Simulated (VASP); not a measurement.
Write the native input for VASP 6.6.1 that does the following.

```yaml
Task: single point
Functional: LDA
Potentials_or_basis: VASP PAW LDA potentials, release 64 (Si, C)
Cutoff: 520 eV
k_mesh: 12 × 12 × 6
Occupations: gaussian, width 0.05 eV
Spin: no spin polarisation
Dipole_correction: no
Further_INCAR_settings: ALGO = Normal; EDIFF = 1e-07; NBANDS = 16
```

The structure of SiC lies in POSCAR:

```
SiC
1.0
    3.0759982064      0.0000000000      0.0000000000
   -1.5379991032      2.6638925888      0.0000000000
    0.0000000000      0.0000000000      5.0480000000
Si C
2 2
Direct
    0.3333333333      0.6666666667      0.0178288431
    0.6666666667      0.3333333333      0.4821711569
    0.3333333333      0.6666666667      0.3809322137
    0.6666666667      0.3333333333      0.8890677863
```

This cell differs from its parent crystal: mode 6 (550.6 1/cm) frozen in, largest displacement +0.090 Å.

One way to write it, as run:

INCAR

```
SYSTEM = SiC
PREC     = Accurate       ! precision mode
ENCUT    = 520            ! plane-wave cutoff, eV
EDIFF    = 1E-7           ! SCF threshold, eV
ISMEAR   = 0              ! smearing method
SIGMA    = 0.05           ! smearing width, eV
LREAL    = .False.        ! projectors in reciprocal space
LASPH    = .True.         ! aspherical terms in the spheres
NELM     = 80             ! most SCF steps
ALGO     = Normal         ! electronic algorithm
ISIF     = 2              ! what is computed and relaxed
LWAVE    = .False.        ! write WAVECAR
LCHARG   = .False.        ! write CHGCAR
GGA      = CA             ! functional
NBANDS   = 16             ! bands
```

KPOINTS

```
regular mesh
0
Gamma
  12 12 6
  0 0 0
```

Potentials or basis: VASP PAW LDA potentials, release 64 (Si, C).

Command:

```console
$ cat potpaw_LDA.64/Si/POTCAR potpaw_LDA.64/C/POTCAR > POTCAR
$ mpirun -np 1 vasp_std > vasp.out
```

It gave:

```yaml
Pressure: -2.1 GPa
Largest_force: 3.169 eV/Å
Band_gap_on_the_k_mesh: 2.20 eV, indirect (least direct gap 3.66 eV)
```

Caveat: the cell differs from its parent crystal (mode 6 (550.6 1/cm) frozen in, largest displacement +0.090 Å); forces of over 1 eV/Å act on the atoms, so gaps and moduli don't describe the material at rest.

Run time: 37 s on 1 thread of AMD EPYC 9R45 96-Core Processor (Zen 5), on a shared host, peak memory 0.14 GiB.
